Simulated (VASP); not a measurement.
Input of a VASP 6.6.1 run:

Contents of INCAR:

```
SYSTEM = Hf2S
PREC = Accurate ; ENCUT = 600
EDIFF = 1E-6 ; ISMEAR = 0
SIGMA = 0.1 ; LREAL = .FALSE.
LASPH = .TRUE. ; NELM = 80
ALGO = Normal ; ISIF = 4
LWAVE = .FALSE. ; LCHARG = .FALSE.
GGA = PS ; IBRION = 2
NSW = 50 ; EDIFFG = -0.01
```

The input KPOINTS:

```
Automatic mesh
0
G
  12 12 4
  0 0 0
```

Contents of POSCAR:

```
Hf2S
1.0
    3.1865646266      0.0000000000      0.0000000000
   -1.5932823133      2.7596459174      0.0000000000
    0.0000000000      0.0000000000     11.3209589059
Hf S
4 2
Direct
    0.6666666667      0.3333333333      0.8995751313
    0.3333333333      0.6666666667      0.3995751313
    0.6666666667      0.3333333333      0.6004248687
    0.3333333333      0.6666666667      0.1004248687
    0.0000000000      0.0000000000      0.7500000000
    0.0000000000      0.0000000000      0.2500000000
```

Potentials or basis: VASP PAW PBE potentials, release 64 (Hf_pv, S).

The run is started by

```console
$ cat potpaw_PBE.64/Hf_pv/POTCAR potpaw_PBE.64/S/POTCAR > POTCAR
$ mpirun -np 1 vasp_std > vasp.out
```

What does it give for the band gap on the k mesh?

Zero (bands 26 and 27 overlap by 1.03 eV).

Step by step:
```tsv
step	energy change (eV)	largest force (eV/Å)	pressure (GPa)	volume (Å³)
1	0.0000	0.0461	22.89	99.55
2	-0.0032	0.0389	22.64	99.55
3	-0.0033	0.0367	22.58	99.55
4	-0.0033	0.0368	22.59	99.55
5	-0.0035	0.0032	22.57	99.55
```

Caveat: the PAW data sets were made with another functional, which shifts forces and pressure a little; spin-orbit coupling is left out, which moves the levels of the heavy elements.
